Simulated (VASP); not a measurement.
Write the native input for VASP 6.6.1 that does the following.

```yaml
Task: single point
Functional: PBE
Potentials_or_basis: VASP PAW PBE potentials, release 64 (Ni, Al)
Cutoff: 520 eV
k_mesh: 8 × 8 × 8
Occupations: fermi-dirac, width 0.05 eV
Spin: collinear spin, ferromagnetic start
Starting_moments: "[1.0, 1.0, 1.0, 0.0] μB"
Dipole_correction: no
Further_INCAR_settings: ALGO = Fast; EDIFF = 1e-06; NBANDS = 28
```

The structure of AlNi3 lies in POSCAR:

```
AlNi3
1.0
    3.4994093517      0.0000000000      0.0000000000
    0.0000000000      3.4994093517      0.0000000000
    0.0000000000      0.0000000000      3.4994093517
Ni Al
3 1
Direct
    0.5000000000      0.5000000000      0.0000000000
    0.5000000000      0.0000000000      0.5000000000
    0.0000000000      0.5000000000      0.5000000000
    0.0000000000      0.0000000000      0.0000000000
```

The input as run:

INCAR

```
SYSTEM = AlNi3
  PREC = Accurate
  ENCUT = 520
  EDIFF = 1E-6
  ISMEAR = -1
  SIGMA = 0.05
  LREAL = .FALSE.
  LASPH = .TRUE.
  NELM = 150
  ALGO = Fast
  ISIF = 2
  LWAVE = .FALSE.
  LCHARG = .FALSE.
  ISPIN = 2
  MAGMOM = 1 1 1 0
  LORBIT = 11
  LMAXMIX = 4
  GGA = PE
  NBANDS = 28
```

KPOINTS

```
Automatic mesh
0
G
  8 8 8
  0 0 0
```

Potentials or basis: VASP PAW PBE potentials, release 64 (Ni, Al).

Launch:

```sh
$ cat potpaw_PBE.64/Ni/POTCAR potpaw_PBE.64/Al/POTCAR > POTCAR
$ mpirun -np 1 vasp_std > vasp.out
```

It gave:

The pressure is 11.9 GPa. The net moment is 0.65 μB per cell. The site moments are Ni +0.23; Al -0.01 μB and the valence electrons inside the program's atomic spheres are Ni 9.49; Al 0.83.

Caveat: the cell stands under pressure.

It took 2.6 min on 1 thread of Intel Xeon 8259CL, with other jobs on the host, peak memory 0.21 GiB.
